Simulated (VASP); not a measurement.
Wanted: the native input for a VASP 6.6.1 run.

```yaml
Task: single point
Functional: LDA
Potentials_or_basis: VASP PAW LDA potentials, release 64 (Si, O)
Cutoff: 520 eV
k_mesh: 1 × 1 × 1
Occupations: fermi-dirac, width 0.02 eV
Spin: collinear spin
Starting_moments: "[0.0, 0.0, 0.0, 0.0, 0.0, 0.0, 0.0, 0.0, 0.0, 0.0, 0.0, 0.0, 0.0, 0.0, 0.0, 0.0, 0.0, 0.0, 0.0, 0.0, 0.0, 0.0, 0.0, 0.0, 1.0] μB"
Dipole_correction: no
Further_INCAR_settings: LREAL = Auto; ALGO = Normal; EDIFF = 1e-06; NBANDS = 89
```

The structure of Si8O17 (a cell with a defect) lies in POSCAR:

```
Si8O17
1.0
   -4.9501000000     -4.9501000000      0.0000000000
    4.9501000000     -4.9501000000      0.0000000000
    0.0000000000      0.0000000000      6.8760000000
Si O
8 17
Direct
    0.2599644452      0.4791721379     -0.0371873182
    0.0675238884      0.1753600937      0.2286358348
    0.8413971435      0.4727985293      0.4673647469
    0.0212419951      0.7641764813      0.7148487493
    0.7978525686     -0.0462515909      0.0272978476
    0.5692511262      0.6731480172      0.2408522397
    0.3649320216     -0.0232015515      0.5211751018
    0.5767762267      0.2920749076      0.7527196044
    0.3834670007      0.5651198966      0.1394269924
    0.9869497586      0.3007616008      0.3901977894
    0.7706814004      0.3803660532      0.6670738802
    0.0772812670      0.5945637462      0.9112420012
    0.9376780267      0.6646330377      0.5170157068
    0.6735722511      0.4695763722      0.3303810355
    0.1556029171      0.2568331953      0.0135253054
    0.4053453466      0.4263348215      0.7734293194
    0.9748489929     -0.0245449587      0.1639761489
    0.4751419163      0.7812771459      0.4207097150
    0.2184501323      0.8736894204      0.6775887144
    0.6767136017      0.1330882204      0.9545811518
    0.5431304418      0.1041898143      0.6135834788
    0.2695905133      0.1169067292      0.3687463642
    0.6735217470      0.7722672269      0.0729348458
    0.8666390578      0.8970626856      0.8102821408
    0.8317306721      0.2810953314      0.0850930774
```

One way to write it, as run:

INCAR

```
PREC = Accurate ; ENCUT = 520
EDIFF = 1E-6 ; ISMEAR = -1
SIGMA = 0.02 ; LREAL = Auto
LASPH = True ; NELM = 150
ALGO = Normal ; ISIF = 2
LWAVE = False ; LCHARG = False
ISPIN = 2 ; MAGMOM = 0 0 0 0 0 0 0 0 0 0 0 0 0 0 0 0 0 0 0 0 0 0 0 0 1
LORBIT = 11 ; GGA = CA
NBANDS = 89
```

KPOINTS

```
Automatic mesh
0
Gamma
  1 1 1
```

Potentials or basis: VASP PAW LDA potentials, release 64 (Si, O).

The run is started by

```console
$ cat potpaw_LDA.64/Si/POTCAR potpaw_LDA.64/O/POTCAR > POTCAR
$ mpirun -np 1 vasp_gam > vasp.out
```

Results of the run:

```json
{
  "Pressure": "0.9 GPa",
  "Largest force": "6.588 eV/Å",
  "Band gap on the k mesh": "0.71 eV",
  "Net moment": "0.00 μB per cell",
  "Valence electrons inside the program's atomic spheres": "Si 1.63, 1.64, 1.82, 1.61, 1.76, 1.68, 1.59, 1.62; O 5.20, 5.26, 5.24, 5.14, 5.25, 5.23, 5.08, 5.21, 5.17, 5.04, 5.30, 4.78"
}
```

Caveat: the k points lie up to 0.91 Å⁻¹ apart.

It took 3.1 min on 1 thread of AMD EPYC 7R13, on a shared host, peak memory 0.28 GiB.
